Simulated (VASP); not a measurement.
# Nb in VASP: further runs

Runs on Nb. Level: PBE. Tasks: single point, relaxation of cell and atoms.

Everything below comes from runs of VASP 6.6.1. Logs are shortened: lines on timing, memory, paths and dates and some standing lists are left out, and cuts for length are marked.

**1. The cell of the first run**

Symmetry: Im-3m, No. 229, cubic system. The conventional cell has a = 3.313 Å, b = 3.313 Å, c = 3.313 Å, α = 90.00°, β = 90.00°, γ = 90.00°. Nb (site symmetry m-3m) has 14 Nb at 2.87 to 3.31 Å within 3.8 Å.

**2. Single point, PBE**

INCAR

```
SYSTEM = Nb
PREC = Accurate
ENCUT = 520
EDIFF = 1E-6
ISMEAR = 0
SIGMA = 0.1
LREAL = .False.
LASPH = .True.
NELM = 80
ALGO = Fast
ISIF = 2
LWAVE = .False.
LCHARG = .False.
GGA = PE
NBANDS = 12
```

KPOINTS

```
regular mesh
0
Gamma
  8 8 8
  0 0 0
```

POSCAR

```
Nb
1.0
   -1.6565184360      1.6565184360      1.6565184360
    1.6565184360     -1.6565184360      1.6565184360
    1.6565184360      1.6565184360     -1.6565184360
Nb
1
Direct
    0.0000000000      0.0000000000      0.0000000000
```

Potentials or basis: VASP PAW PBE potentials, release 64 (Nb_sv).

On the command line:

```console
cat potpaw_PBE.64/Nb_sv/POTCAR > POTCAR
mpirun -np 1 vasp_std > vasp.out
```

OUTCAR:

```text
SYSTEM = Nb
   PREC = Accurate
   ENCUT = 520
   EDIFF = 1E-6
   ISMEAR = 0
   LREAL = .False.
   LASPH = .True.
   NELM = 80
   ISIF = 2
   GGA = PE

 ion  position               nearest neighbor table
   1  0.000  0.000  0.000-

  LATTYP: Found a body centered cubic cell.
 ALAT       =     3.3130368720

  Lattice vectors:

 A1 = (  -1.6565184360,   1.6565184360,   1.6565184360)
 A2 = (   1.6565184360,  -1.6565184360,   1.6565184360)
 A3 = (   1.6565184360,   1.6565184360,  -1.6565184360)

Analysis of symmetry for initial positions (statically):
=====================================================================
 Subroutine PRICEL returns:
 Original cell was already a primitive cell.

 Routine SETGRP: Setting up the symmetry group for a
 body centered cubic supercell.

 Subroutine GETGRP returns: Found 48 space group operations
[... 9 lines left out ...]

 Routine SETGRP: Setting up the symmetry group for a
 body centered cubic supercell.

 Subroutine GETGRP returns: Found 48 space group operations
[... 11 lines left out ...]
                                     Primitive cell

  volume of cell :      18.1823

  direct lattice vectors                    reciprocal lattice vectors
    -1.656518436  1.656518436  1.656518436     0.000000000  0.301837872  0.301837872
     1.656518436 -1.656518436  1.656518436     0.301837872  0.000000000  0.301837872
     1.656518436  1.656518436 -1.656518436     0.301837872  0.301837872  0.000000000

  length of vectors
     2.869174095  2.869174095  2.869174095     0.426863213  0.426863213  0.426863213

  position of ions in fractional coordinates (direct lattice)
     0.000000000  0.000000000  0.000000000

  ion indices of the primitive-cell ions
   primitive index   ion index
                 1           1

----------------------------------------------------------------------------------------

 KPOINTS: regular mesh

Automatic generation of k-mesh.
 Grid dimensions read from file:
 generate k-points for:    8    8    8

 Generating k-lattice:

  Cartesian coordinates                     Fractional coordinates (reciprocal lattice)
     0.000000000  0.037729734  0.037729734     0.125000000  0.000000000  0.000000000
     0.037729734  0.000000000  0.037729734     0.000000000  0.125000000  0.000000000
     0.037729734  0.037729734  0.000000000     0.000000000  0.000000000  0.125000000

  Length of vectors
     0.053357902  0.053357902  0.053357902

  Shift w.r.t. Gamma in fractional coordinates (k-lattice)
     0.000000000  0.000000000  0.000000000

 Subroutine IBZKPT returns following result:
 ===========================================

 Found     29 irreducible k-points:

 Following reciprocal coordinates:
            Coordinates               Weight
  0.000000  0.000000  0.000000      1.000000
  0.125000  0.000000  0.000000     12.000000
  0.250000  0.000000  0.000000     12.000000
  0.375000  0.000000  0.000000     12.000000
  0.500000  0.000000  0.000000      6.000000
  0.125000  0.125000  0.000000     24.000000
[... 16 lines left out ...]
 -0.250000  0.250000  0.250000      6.000000
 -0.375000  0.375000  0.250000     24.000000
 [... further k-points ...]
   k-points           NKPTS =     29   k-points in BZ     NKDIM =     29   number of bands    NBANDS=     12
   number of dos      NEDOS =    301   number of ions     NIONS =      1
   total plane-waves  NPLWV =  13824
   dimension x,y,z NGX =    24 NGY =   24 NGZ =   24
   dimension x,y,z NGXF=    48 NGYF=   48 NGZF=   48
   ions per type =               1
   NGX,Y,Z   is equivalent  to a cutoff of  13.91, 13.91, 13.91 a.u.
   NGXF,Y,Z  is equivalent  to a cutoff of  27.81, 27.81, 27.81 a.u.
 SYSTEM =  Nb
   PREC   = accura    normal or accurate (medium, high low for compatibility)
   ISTART =      0    job   : 0-new  1-cont  2-samecut
   ICHARG =      2    charge: 1-file 2-atom 10-const
   ISPIN  =      1    spin polarized calculation?
   LNONCOLLINEAR =      F non collinear calculations
   LSORBIT =      F    spin-orbit coupling
   LASPH  =      T    aspherical Exc in radial PAW
   ENCUT  =  520.0 eV  38.22 Ry    6.18 a.u.   5.33  5.33  5.33*2*pi/ulx,y,z
   NELM   =     80;   NELMIN=  2; NELMDL= -5     # of ELM steps
   EDIFF  = 0.1E-05   stopping-criterion for ELM
   LREAL  =      F    real-space projection
   EDIFFG = 0.1E-04   stopping-criterion for IOM
   NSW    =      0    number of steps for IOM
   IBRION =     -1    ionic relax: 0-MD 1-quasi-New 2-CG
   NFREE  =      0    steps in history (QN), initial steepest desc. (CG)
   ISIF   =      2    stress and relaxation
   ISYM   =      2    0-nonsym 1-usesym 2-fastsym
   POTIM  = 0.5000    time-step for ionic-motion
   TEBEG  =    0.0;   TEEND  =   0.0 temperature during run
   PSTRESS=    0.0 pullay stress
   NELECT =      13.0000    total number of electrons
   NUPDOWN=      -1.0000    fix difference up-down
   EMIN   =  10.00;   EMAX   =-10.00  energy-range for DOS
   EFERMI =   0.00;   METHOD = LEGACY
   ISMEAR =     0;   SIGMA  =   0.10  broadening in eV -4-tet -1-fermi 0-gaus
   EFERMI_NEDOS =   21; number of points for ismear=-14 and -15
   IALGO  =     68    algorithm
   IMIX   =      4    mixing-type and parameters
     AMIX     =   0.40;   BMIX     =  1.00
     AMIX_MAG =   1.60;   BMIX_MAG =  1.00
  volume/ion in A,a.u.               =      18.18       122.70
  Fermi-wavevector in a.u.,A,eV,Ry     =   1.463883  2.766338 29.156648  2.142953
  Thomas-Fermi vector in A             =   2.579925
   LORBIT       =      0    0 simple, 1 ext, 2 COOP (PROOUT), +10 PAW based schemes
   GGA     = PE    functional components
   LHFCALC =     F    Hartree Fock is set to
   AEXX    =    0.0000 exact exchange contribution
   IVDW    =     0    specifies the selected vdW correction
   LEPSILON=     F    determine dielectric tensor
   LRPA    =     F    only Hartree local field effects (RPA)
 non-spin polarized calculation
 RMM-DIIS sequential band-by-band and
 Gauss-broadening in eV      SIGMA  =   0.10
  energy-cutoff  :      520.00
  volume of cell :       18.18
 maximum number of plane-waves:       496
 NGX is ok and might be reduce to    24

 number of electron      13.0000000 magnetization

 Free energy of the ion-electron system (eV)
  ---------------------------------------------------
  ext. energy  EPLUGINS =         0.00000000
  ---------------------------------------------------
  free energy    TOTEN  =       -10.24577635 eV

  energy without entropy =      -10.23912609  energy(sigma->0) =      -10.24245122

 E-fermi :  10.9071     XC(G=0): -12.4556

 val. band max:       10.8422003202   @ k =  -0.2500   0.2500   0.1250
 cond. band min:      10.9359486723   @ k =   0.2500   0.0000   0.0000
 fundamental gap:      0.0937483522
 Fermi energy:        10.9070761439

 k-point     1 :       0.0000    0.0000    0.0000
  band No.  band energies     occupation
      1     -43.3630      2.00000
      2     -18.6779      2.00000
      3     -18.6779      2.00000
      4     -18.6779      2.00000
      5       5.1169      2.00000
      6      11.4005      0.00000
      7      11.4005      0.00000
      8      11.4005      0.00000
      9      14.2794      0.00000
     10      14.2794      0.00000
     11      25.2414      0.00000
     12      25.2414      0.00000

 k-point     2 :       0.1250    0.0000    0.0000
  band No.  band energies     occupation
      1     -43.3292      2.00000
      2     -18.8835      2.00000
      3     -18.7408      2.00000
      4     -18.6796      2.00000
      5       5.7295      2.00000
      6      11.0365      0.06724
      7      11.2746      0.00000
      8      12.0024      0.00000
      9      13.8343      0.00000
     10      14.2904      0.00000
     11      25.6703      0.00000
     12      26.3140      0.00000

 k-point     3 :       0.2500    0.0000    0.0000
  band No.  band energies     occupation
      1     -43.2464      2.00000
      2     -19.3599      2.00000
      3     -18.8895      2.00000
      4     -18.6837      2.00000
      5       7.0484      2.00000
      6      10.2799      2.00000
      7      10.9359      0.68304
      8      13.6862      0.00000
      9      13.7682      0.00000
     10      14.4294      0.00000
     11      25.3549      0.00000
     12      26.8699      0.00000

 k-point     4 :       0.3750    0.0000    0.0000
  band No.  band energies     occupation
      1     -43.1623      2.00000
      2     -19.8116      2.00000
      3     -19.0344      2.00000
      4     -18.6881      2.00000
      5       7.4861      2.00000
      6       9.6428      2.00000
      7      11.9795      0.00000
      8      14.2339      0.00000
      9      14.7595      0.00000
     10      15.9682      0.00000
     11      23.5328      0.00000
     12      24.3864      0.00000

 k-point     5 :       0.5000    0.0000    0.0000
  band No.  band energies     occupation
      1     -43.1271      2.00000
      2     -19.9926      2.00000
      3     -19.0933      2.00000
      4     -18.6899      2.00000
      5       7.3562      2.00000
      6       9.4044      2.00000
      7      13.2812      0.00000
      8      14.3025      0.00000
      9      14.9763      0.00000
     10      17.3217      0.00000
     11      22.6400      0.00000
     12      22.9233      0.00000

 k-point     6 :       0.1250    0.1250    0.0000
  band No.  band energies     occupation
      1     -43.2708      2.00000
      2     -19.2094      2.00000
      3     -18.8165      2.00000
      4     -18.7276      2.00000
      5       6.7674      2.00000
      6      10.6454      1.99979
      7      10.6912      1.99774
      8      13.2915      0.00000
      9      13.4232      0.00000
     10      14.5694      0.00000
     11      26.4403      0.00000
     12      26.7699      0.00000

 k-point     7 :       0.2500    0.1250    0.0000
  band No.  band energies     occupation
      1     -43.1872      2.00000
      2     -19.6193      2.00000
      3     -18.9993      2.00000
      4     -18.7501      2.00000
      5       7.8692      2.00000
      6       9.9418      2.00000
      7      10.6811      1.99861
      8      13.6546      0.00000
      9      14.8837      0.00000
     10      15.5459      0.00000
     11      24.7008      0.00000
     12      25.8927      0.00000

 k-point     8 :       0.3750    0.1250    0.0000
  band No.  band energies     occupation
      1     -43.1272      2.00000
      2     -19.8915      2.00000
      3     -19.1412      2.00000
      4     -18.7579      2.00000
      5       7.8322      2.00000
      6       9.5632      2.00000
      7      11.9183      0.00000
      8      14.1296      0.00000
      9      15.2207      0.00000
     10      17.7697      0.00000
     11      22.8313      0.00000
     12      23.7410      0.00000
[... 166 lines left out ...]
 k-point    20 :      -0.3750    0.5000    0.1250
  band No.  band energies     occupation
      1     -43.0863      2.00000
      2     -19.7970      2.00000
      3     -19.3263      2.00000
      4     -18.9171      2.00000
      5       8.5761      2.00000
      6       9.8781      2.00000
      7      10.6320      1.99990
      8      13.3449      0.00000
      9      15.7042      0.00000
     10      18.6689      0.00000
     11      22.6541      0.00000
     12      25.0918      0.00000

 k-point    21 :      -0.3750   -0.3750    0.1250
  band No.  band energies     occupation
      1     -43.0653      2.00000
      2     -19.6265      2.00000
      3     -19.6265      2.00000
      4     -18.9285      2.00000
      5       9.4679      2.00000
      6       9.4679      2.00000
      7       9.7843      2.00000
      8      14.7920      0.00000
      9      14.7920      0.00000
     10      21.3820      0.00000
     11      22.1186      0.00000
     12      22.1186      0.00000

 k-point    22 :       0.2500    0.2500    0.2500
  band No.  band energies     occupation
      1     -43.1086      2.00000
      2     -19.3449      2.00000
      3     -19.3449      2.00000
      4     -19.3449      2.00000
      5       9.9486      2.00000
      6       9.9486      2.00000
      7       9.9486      2.00000
      8      15.1069      0.00000
      9      15.1069      0.00000
     10      20.3439      0.00000
     11      22.8568      0.00000
     12      22.8568      0.00000

 k-point    23 :      -0.2500    0.2500    0.2500
  band No.  band energies     occupation
      1     -43.1467      2.00000
      2     -19.3865      2.00000
      3     -19.1203      2.00000
      4     -19.1203      2.00000
      5       8.5334      2.00000
      6       9.9887      2.00000
      7      11.9895      0.00000
      8      11.9895      0.00000
      9      13.5235      0.00000
     10      15.7083      0.00000
     11      25.6148      0.00000
     12      29.1269      0.00000

 k-point    24 :      -0.3750    0.3750    0.2500
  band No.  band energies     occupation
      1     -43.0751      2.00000
      2     -19.6537      2.00000
      3     -19.2777      2.00000
      4     -19.1606      2.00000
      5       8.6896      2.00000
      6       9.1991      2.00000
      7      11.9896      0.00000
      8      12.7343      0.00000
      9      15.4520      0.00000
     10      16.7895      0.00000
     11      24.6988      0.00000
     12      26.5437      0.00000

 [... further k-points ...]

------------------------ aborting loop because EDIFF is reached ----------------------------------------

  FORCE on cell =-STRESS in cart. coord.  units (eV):
  Direction    XX          YY          ZZ          XY          YZ          ZX
  --------------------------------------------------------------------------------------
  -------------------------------------------------------------------------------------
  Total       -0.0443203     -0.0443203     -0.0443203     -0.0000000      0.0000000     -0.0000000
  in kB       -3.9053929     -3.9053929     -3.9053929     -0.0000000      0.0000000     -0.0000000
  external PRESSURE =      -3.9053929 kB  Pullay stress =       0.0000000 kB

 VOLUME and BASIS-vectors are now :
 -----------------------------------------------------------------------------
  energy-cutoff  :      520.00
  volume of cell :       18.18
      direct lattice vectors                 reciprocal lattice vectors
    -1.656518436  1.656518436  1.656518436     0.000000000  0.301837872  0.301837872
     1.656518436 -1.656518436  1.656518436     0.301837872  0.000000000  0.301837872
     1.656518436  1.656518436 -1.656518436     0.301837872  0.301837872  0.000000000

 POSITION                                       TOTAL-FORCE (eV/Angst)
 -----------------------------------------------------------------------------------
      0.00000      0.00000      0.00000        -0.000000      0.000000     -0.000000
 -----------------------------------------------------------------------------------
    total drift:                               -0.000000      0.000000      0.000000

  FREE ENERGIE OF THE ION-ELECTRON SYSTEM (eV)
  ---------------------------------------------------
  free  energy   TOTEN  =       -10.2457763456 eV

  energy  without entropy=      -10.2391260859  energy(sigma->0) =      -10.24245122
```

It took 20 s on 1 thread of AMD EPYC 7R13, shared host; peak memory 0.11 GiB.

What came out:

- Free energy: -10.2458 eV
- Pressure: -0.4 GPa

Levels at points of the mesh, in eV from the Fermi level:
```tsv
k point	band 2	band 3	band 4	band 5	band 6	band 7	band 8	band 9	band 10	band 11
(0.00, 0.00, 0.00)	-29.58	-29.58	-29.58	-5.79	0.49	0.49	0.49	3.37	3.37	14.33
(0.50, 0.00, 0.00)	-30.90	-30.00	-29.60	-3.55	-1.50	2.37	3.40	4.07	6.41	11.73
(0.50, 0.50, 0.50)	-30.49	-30.49	-30.49	-3.53	-3.53	5.66	5.66	5.66	9.13	9.13
```

**3. Relaxation of cell and atoms, PBE**

This run uses another cell than the first one, of 18.13 Å³/atom, 0.997 times its volume.

INCAR

```
  ALGO = Fast
  EDIFF = 1E-7
  EDIFFG = -0.04
  ENCUT = 600
  GGA = PE
  IBRION = 2
  ISIF = 3
  ISMEAR = 0
  LASPH = True
  LCHARG = False
  LREAL = False
  LWAVE = False
  NELM = 80
  NSW = 90
  PREC = Accurate
  SIGMA = 0.1
```

KPOINTS

```
k-points
0
Gamma
  8 8 8
```

POSCAR

```
Nb
1.0
   -1.6549014577      1.6549014577      1.6549014577
    1.6549014577     -1.6549014577      1.6549014577
    1.6549014577      1.6549014577     -1.6549014577
Nb
1
Direct
    0.0000000000      0.0000000000      0.0000000000
```

Potentials or basis: VASP PAW PBE potentials, release 64 (Nb_sv).

On the command line:

```console
cat potpaw_PBE.64/Nb_sv/POTCAR > POTCAR
mpirun -np 1 vasp_std > vasp.out
```

It took 24 s on 1 thread of AMD EPYC 7R13, shared host; peak memory 0.11 GiB.

The run converged. Its results:

```
Free energy             : -10.2457 eV
Pressure after relaxing : 0.2 GPa
```

Final structure:
```
Nb
1.0
    -1.65490    1.65490    1.65490
     1.65490   -1.65490    1.65490
     1.65490    1.65490   -1.65490
Nb
1
Cartesian
  0.0000 0.0000 0.0000
```

Levels at points of the mesh, in eV from the Fermi level:
```
           k point  band 4  band 5  band 6  band 7  band 8  band 9
(0.00, 0.00, 0.00)  -29.57   -5.80    0.49    0.49    0.49    3.38
(0.50, 0.00, 0.00)  -29.59   -3.56   -1.51    2.39    3.41    4.08
(0.50, 0.50, 0.50)  -30.48   -3.55   -3.55    5.68    5.68    5.68
```

Caveat: the relaxation stopped at its first step, so nothing moved.

**4. Single point, PBE**

This run uses another cell than the first one: it holds 2 atoms, not 1.

INCAR

```
ALGO     = Fast           # electronic algorithm
EDIFF    = 1E-7           # SCF threshold, eV
ENCUT    = 520            # plane-wave cutoff, eV
GGA      = PE             # functional
ISIF     = 2              # what is computed and relaxed
ISMEAR   = 0              # smearing method
LASPH    = True           # aspherical terms in the spheres
LCHARG   = False          # write CHGCAR
LREAL    = False          # projectors in reciprocal space
LWAVE    = False          # write WAVECAR
NBANDS   = 20             # bands
NELM     = 100            # most SCF steps
PREC     = Accurate       # precision mode
SIGMA    = 0.1            # smearing width, eV
```

KPOINTS

```
k-points
0
Gamma
  6 6 4
```

POSCAR

```
Nb
1.0
    3.3092539500      0.0000000000      0.0968879165
    0.0000000000      3.3089217138      0.0000000000
   -0.1126087892      0.0000000000      3.3078988687
Nb
2
Direct
    0.7500030928      0.2500000000      0.7500754902
    0.2499969072      0.7500000000      0.2499245098
```

On the command line:

```console
cat potpaw_PBE.64/Nb_sv/POTCAR > POTCAR
mpirun -np 1 vasp_std > vasp.out
```

Run time: 3 min. Hardware: 1 thread of AMD EPYC 7R13, shared host; peak memory 0.14 GiB.

Results (log left out):

```
Free energy            : -20.4761 eV
Pressure               : 0.0 GPa
Largest force          : 0.005 eV/Å
Band gap on the k mesh : zero (band 13 reaches 13.34 eV, above the bottom of band 14 at 10.01 eV)
```

Forces on the atoms (eV/Å):
```
Nb   0.000  0.000 -0.005
Nb   0.000  0.000  0.005
```

Stress tensor (GPa, compression positive):
```
-0.09  0.00  0.02
 0.00  0.00  0.00
 0.02  0.00  0.02
```

Levels at points of the mesh, in eV from the Fermi level:
```csv
k point,band 11,band 12,band 13,band 14,band 15,band 16
"(0.00, 0.00, 0.00)",-3.64,0.35,0.39,0.43,3.27,3.29
"(0.50, 0.00, 0.00)",-1.03,-1.03,0.98,0.98,0.99,0.99
"(0.00, 0.50, 0.00)",-1.03,-1.03,0.97,0.97,0.98,0.98
"(0.50, 0.50, 0.00)",-1.61,-1.61,2.27,2.27,3.31,3.31
"(0.00, 0.00, 0.50)",-1.05,-1.04,0.98,0.98,0.99,0.99
"(0.50, 0.00, 0.50)",-1.62,-1.60,2.25,2.32,3.27,3.32
"(0.00, 0.50, 0.50)",-1.62,-1.62,2.28,2.28,3.31,3.31
"(0.50, 0.50, 0.50)",-1.06,-1.06,-1.05,-1.05,4.10,4.10
```

Caveat: the k points lie up to 0.47 Å⁻¹ apart.

(Continued in part 2 of 2.)
